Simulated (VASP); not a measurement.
# HCl (Fmmm) in VASP: single point with PBEsol

Aim: the single point of HCl with PBEsol.

Program: VASP 6.6.1. These are calculated values, not measurements. Logs are shortened: lines on timing, memory, paths and dates and some standing lists are left out, and cuts for length are marked.

### Step 1. The cell of the first run

Symmetry: Fmmm, No. 69, orthorhombic system. The conventional cell has a = 5.350 Å, b = 5.470 Å, c = 5.710 Å, α = 90.00°, β = 90.00°, γ = 90.00°. H (site symmetry mmm) has 6 Cl at 2.67 to 2.85 Å within 3.5 Å. Cl (site symmetry mmm) has 6 H at 2.67 to 2.85 Å within 3.5 Å.

### Step 2. Single point, PBEsol (strain +0.0875 x Voigt [1, 0, 0, 0, 0, 0])

Contents of INCAR:

```
SYSTEM = HCl
ALGO     = Fast           ! electronic algorithm
EDIFF    = 1E-7           ! SCF threshold, eV
ENCUT    = 520            ! plane-wave cutoff, eV
GGA      = PS             ! functional
ISIF     = 2              ! what is computed and relaxed
ISMEAR   = 0              ! smearing method
LASPH    = .TRUE.         ! aspherical terms in the spheres
LCHARG   = .FALSE.        ! write CHGCAR
LREAL    = .FALSE.        ! projectors in reciprocal space
LWAVE    = .FALSE.        ! write WAVECAR
NBANDS   = 11             ! bands
NELM     = 80             ! most SCF steps
PREC     = Accurate       ! precision mode
SIGMA    = 0.15           ! smearing width, eV
```

Contents of KPOINTS:

```
k-points
0
G
  16 16 16
  0 0 0
```

Contents of POSCAR:

```
HCl
1.0
    0.0000000000      2.6750000000      2.8550000000
    2.7350625000      0.0000000000      2.8550000000
    2.7350625000      2.6750000000      0.0000000000
H Cl
1 1
Direct
    0.0000000000      0.0000000000      0.0000000000
    0.5000000000      0.5000000000      0.5000000000
```

Potentials or basis: VASP PAW PBE potentials, release 64 (H, Cl).

Run with:

```console
> cat potpaw_PBE.64/H/POTCAR potpaw_PBE.64/Cl/POTCAR > POTCAR
> mpirun -np 1 vasp_std > vasp.out
```

OUTCAR:

```text
SYSTEM = HCl
   EDIFF = 1E-7
   ENCUT = 520
   GGA = PS
   ISIF = 2
   ISMEAR = 0
   LASPH = .TRUE.
   LREAL = .FALSE.
   NELM = 80
   PREC = Accurate

 ion  position               nearest neighbor table
   1  0.000  0.000  0.000-
   2  0.500  0.500  0.500-

  LATTYP: Found a face centered orthorhombic cell.
 ALAT       =     5.3500000000
 B/A-ratio  =     1.0224532710
 C/A-ratio  =     1.0672897196

  Lattice vectors:

 A1 = (   2.7350625000,   0.0000000000,  -2.8550000000)
 A2 = (   0.0000000000,   2.6750000000,  -2.8550000000)
 A3 = (   2.7350625000,   2.6750000000,   0.0000000000)

Analysis of symmetry for initial positions (statically):
=====================================================================
 Subroutine PRICEL returns:
 Original cell was already a primitive cell.

 Routine SETGRP: Setting up the symmetry group for a
 face centered orthorhombic supercell.

 Subroutine GETGRP returns: Found  8 space group operations
 (whereof  8 operations were pure point group operations)
 out of a pool of  8 trial point group operations.

The static configuration has the point symmetry D_2h.

Analysis of symmetry for dynamics (positions and initial velocities):
=====================================================================
 Subroutine PRICEL returns:
 Original cell was already a primitive cell.

 Routine SETGRP: Setting up the symmetry group for a
 face centered orthorhombic supercell.

 Subroutine GETGRP returns: Found  8 space group operations
 (whereof  8 operations were pure point group operations)
 out of a pool of  8 trial point group operations.

The dynamic configuration has the point symmetry D_2h.

 Subroutine INISYM returns: Found  8 space group operations
 (whereof  8 operations are pure point group operations),
 and found     1 'primitive' translations

----------------------------------------------------------------------------------------

                                     Primitive cell

  volume of cell :      41.7760

  direct lattice vectors                    reciprocal lattice vectors
     0.000000000  2.675000000  2.855000000    -0.182811179  0.186915888  0.175131349
     2.735062500  0.000000000  2.855000000     0.182811179 -0.186915888  0.175131349
     2.735062500  2.675000000  0.000000000     0.182811179  0.186915888 -0.175131349

  length of vectors
     3.912371404  3.953680801  3.825727627     0.314687886  0.314687886  0.314687886

  position of ions in fractional coordinates (direct lattice)
     0.000000000  0.000000000  0.000000000
     0.500000000  0.500000000  0.500000000

  ion indices of the primitive-cell ions
   primitive index   ion index
                 1           1
                 2           2

----------------------------------------------------------------------------------------

 KPOINTS: k-points

Automatic generation of k-mesh.
 Grid dimensions read from file:
 generate k-points for:   16   16   16

 Generating k-lattice:

  Cartesian coordinates                     Fractional coordinates (reciprocal lattice)
    -0.011425699  0.011682243  0.010945709     0.062500000  0.000000000 -0.000000000
     0.011425699 -0.011682243  0.010945709     0.000000000  0.062500000  0.000000000
     0.011425699  0.011682243 -0.010945709    -0.000000000  0.000000000  0.062500000

  Length of vectors
     0.019667993  0.019667993  0.019667993

  Shift w.r.t. Gamma in fractional coordinates (k-lattice)
     0.000000000  0.000000000  0.000000000

 Subroutine IBZKPT returns following result:
 ===========================================

 Found    621 irreducible k-points:

 Following reciprocal coordinates:
            Coordinates               Weight
  0.000000  0.000000  0.000000      1.000000
  0.062500 -0.000000 -0.000000      8.000000
  0.125000 -0.000000 -0.000000      8.000000
  0.187500  0.000000  0.000000      8.000000
  0.250000 -0.000000 -0.000000      8.000000
  0.312500 -0.000000 -0.000000      8.000000
[... 16 lines left out ...]
 -0.125000  0.062500  0.000000      8.000000
 -0.062500  0.062500  0.000000      4.000000
 [... further k-points ...]
   k-points           NKPTS =    621   k-points in BZ     NKDIM =    621   number of bands    NBANDS=     11
   number of dos      NEDOS =    301   number of ions     NIONS =      2
   total plane-waves  NPLWV =  25200
   dimension x,y,z NGX =    30 NGY =   30 NGZ =   28
   dimension x,y,z NGXF=    60 NGYF=   60 NGZF=   56
   ions per type =               1   1
   NGX,Y,Z   is equivalent  to a cutoff of  12.75, 12.61, 12.17 a.u.
   NGXF,Y,Z  is equivalent  to a cutoff of  25.50, 25.23, 24.33 a.u.
 SYSTEM =  HCl
   PREC   = accura    normal or accurate (medium, high low for compatibility)
   ISTART =      0    job   : 0-new  1-cont  2-samecut
   ICHARG =      2    charge: 1-file 2-atom 10-const
   ISPIN  =      1    spin polarized calculation?
   LNONCOLLINEAR =      F non collinear calculations
   LSORBIT =      F    spin-orbit coupling
   LASPH  =      T    aspherical Exc in radial PAW
   ENCUT  =  520.0 eV  38.22 Ry    6.18 a.u.   7.27  7.35  7.11*2*pi/ulx,y,z
   NELM   =     80;   NELMIN=  2; NELMDL= -5     # of ELM steps
   EDIFF  = 0.1E-06   stopping-criterion for ELM
   LREAL  =      F    real-space projection
   EDIFFG = 0.1E-05   stopping-criterion for IOM
   NSW    =      0    number of steps for IOM
   IBRION =     -1    ionic relax: 0-MD 1-quasi-New 2-CG
   NFREE  =      0    steps in history (QN), initial steepest desc. (CG)
   ISIF   =      2    stress and relaxation
   ISYM   =      2    0-nonsym 1-usesym 2-fastsym
   POTIM  = 0.5000    time-step for ionic-motion
   TEBEG  =    0.0;   TEEND  =   0.0 temperature during run
   PSTRESS=    0.0 pullay stress
   NELECT =       8.0000    total number of electrons
   NUPDOWN=      -1.0000    fix difference up-down
   EMIN   =  10.00;   EMAX   =-10.00  energy-range for DOS
   EFERMI =   0.00;   METHOD = LEGACY
   ISMEAR =     0;   SIGMA  =   0.15  broadening in eV -4-tet -1-fermi 0-gaus
   EFERMI_NEDOS =   21; number of points for ismear=-14 and -15
   IALGO  =     68    algorithm
   IMIX   =      4    mixing-type and parameters
     AMIX     =   0.40;   BMIX     =  1.00
     AMIX_MAG =   1.60;   BMIX_MAG =  1.00
  volume/ion in A,a.u.               =      20.89       140.96
  Fermi-wavevector in a.u.,A,eV,Ry     =   0.943617  1.783178 12.114806  0.890413
  Thomas-Fermi vector in A             =   2.071342
   LORBIT       =      0    0 simple, 1 ext, 2 COOP (PROOUT), +10 PAW based schemes
   GGA     = PS    functional components
   LHFCALC =     F    Hartree Fock is set to
   AEXX    =    0.0000 exact exchange contribution
   IVDW    =     0    specifies the selected vdW correction
   LEPSILON=     F    determine dielectric tensor
   LRPA    =     F    only Hartree local field effects (RPA)
 non-spin polarized calculation
 RMM-DIIS sequential band-by-band and
 Gauss-broadening in eV      SIGMA  =   0.15
  energy-cutoff  :      520.00
  volume of cell :       41.78
 maximum number of plane-waves:      1142
 NGX is ok and might be reduce to    30
   NGX = 15   NGY = 15   NGZ = 15

 number of electron       8.0000001 magnetization

 Free energy of the ion-electron system (eV)
  ---------------------------------------------------
  ext. energy  EPLUGINS =         0.00000000
  ---------------------------------------------------
  free energy    TOTEN  =        -2.99080316 eV

  energy without entropy =       -2.98793921  energy(sigma->0) =       -2.98937119

 E-fermi :  -2.2617     XC(G=0):  -7.7337

 val. band max:       -2.2643226710   @ k =   0.4375   0.0000   0.4375
 cond. band min:      -2.2384353239   @ k =  -0.0625   0.4375   0.4375
 fundamental gap:      0.0258873471
 Fermi energy:        -2.2616697248

 k-point     1 :       0.0000    0.0000    0.0000
  band No.  band energies     occupation
      1     -15.3880      2.00000
      2      -2.5098      1.98070
      3      -2.4715      1.95215
      4      -2.4187      1.86138
      5      -2.3600      1.64587
      6       8.8071      0.00000
      7       9.9253      0.00000
      8      10.2533      0.00000
      9      10.4148      0.00000
     10      12.2692      0.00000
     11      12.9318      0.00000

 k-point     2 :       0.0625   -0.0000   -0.0000
  band No.  band energies     occupation
      1     -15.3752      2.00000
      2      -2.9849      2.00000
      3      -2.4501      1.92439
      4      -2.3890      1.77007
      5      -1.9663      0.00536
      6       8.7009      0.00000
      7       9.8738      0.00000
      8      10.1829      0.00000
      9      10.4042      0.00000
     10      11.9285      0.00000
     11      12.4936      0.00000

 k-point     3 :       0.1250   -0.0000   -0.0000
  band No.  band energies     occupation
      1     -15.3383      2.00000
      2      -3.4932      2.00000
      3      -2.4624      1.94163
      4      -2.4164      1.85548
      5      -1.5040      0.00000
      6       8.2970      0.00000
      7       9.7346      0.00000
      8      10.1096      0.00000
      9      10.4591      0.00000
     10      11.5343      0.00000
     11      11.9226      0.00000
[... 267 lines left out ...]
 k-point    23 :      -0.1250    0.0625    0.0000
  band No.  band energies     occupation
      1     -15.3078      2.00000
      2      -3.7959      2.00000
      3      -2.4652      1.94499
      4      -2.4446      1.91543
      5      -1.2253      0.00000
      6       8.1422      0.00000
      7       9.3447      0.00000
      8      10.2269      0.00000
      9      10.5630      0.00000
     10      11.1768      0.00000
     11      11.9480      0.00000

 k-point    24 :      -0.0625    0.0625    0.0000
  band No.  band energies     occupation
      1     -15.3526      2.00000
      2      -3.3583      2.00000
      3      -2.4406      1.90848
      4      -2.4080      1.83238
      5      -1.6256      0.00000
      6       8.5836      0.00000
      7       9.7062      0.00000
      8      10.0747      0.00000
      9      10.4760      0.00000
     10      11.6831      0.00000
     11      12.0145      0.00000

 [... further k-points ...]

------------------------ aborting loop because EDIFF is reached ----------------------------------------

  FORCE on cell =-STRESS in cart. coord.  units (eV):
  Direction    XX          YY          ZZ          XY          YZ          ZX
  --------------------------------------------------------------------------------------
  -------------------------------------------------------------------------------------
  Total       -2.7700564     -3.2504727     -2.0239009     -0.0000000      0.0000000      0.0000000
  in kB     -106.2360807   -124.6608127    -77.6198282     -0.0000000      0.0000000      0.0000000
  external PRESSURE =    -102.8389072 kB  Pullay stress =       0.0000000 kB

 VOLUME and BASIS-vectors are now :
 -----------------------------------------------------------------------------
  energy-cutoff  :      520.00
  volume of cell :       41.78
      direct lattice vectors                 reciprocal lattice vectors
     0.000000000  2.675000000  2.855000000    -0.182811179  0.186915888  0.175131349
     2.735062500  0.000000000  2.855000000     0.182811179 -0.186915888  0.175131349
     2.735062500  2.675000000  0.000000000     0.182811179  0.186915888 -0.175131349

 POSITION                                       TOTAL-FORCE (eV/Angst)
 -----------------------------------------------------------------------------------
      0.00000      0.00000      0.00000         0.000000     -0.000000      0.000000
      2.73506      2.67500      2.85500         0.000000      0.000000     -0.000000
 -----------------------------------------------------------------------------------
    total drift:                                0.000000     -0.000000      0.000000

  FREE ENERGIE OF THE ION-ELECTRON SYSTEM (eV)
  ---------------------------------------------------
  free  energy   TOTEN  =        -2.9908031593 eV

  energy  without entropy=       -2.9879392111  energy(sigma->0) =       -2.98937119
```

Run time: 6.3 min. Hardware: 1 thread of Oxide Virtual Turin-like, shared host; peak memory 0.33 GiB.

Results:

* Free energy: -2.9908 eV
* Pressure: -10.3 GPa
* Band gap on the k mesh: zero (bands 4 and 5 overlap by 0.11 eV)

Stress tensor (GPa, compression positive):
```
-10.62   0.00   0.00
  0.00 -12.47   0.00
  0.00   0.00  -7.76
```

Caveat: the cell differs from its parent crystal (strain +0.0875 x Voigt [1, 0, 0, 0, 0, 0]); the cell stands under tension; the nearest neighbours stand farther apart than a usual bond; semilocal functionals underestimate gaps, and a narrow one can read as zero; the PAW data sets were made with another functional, which shifts forces and pressure a little.

The gap in the log of VASP goes by the Fermi energy; the results here count the filled bands.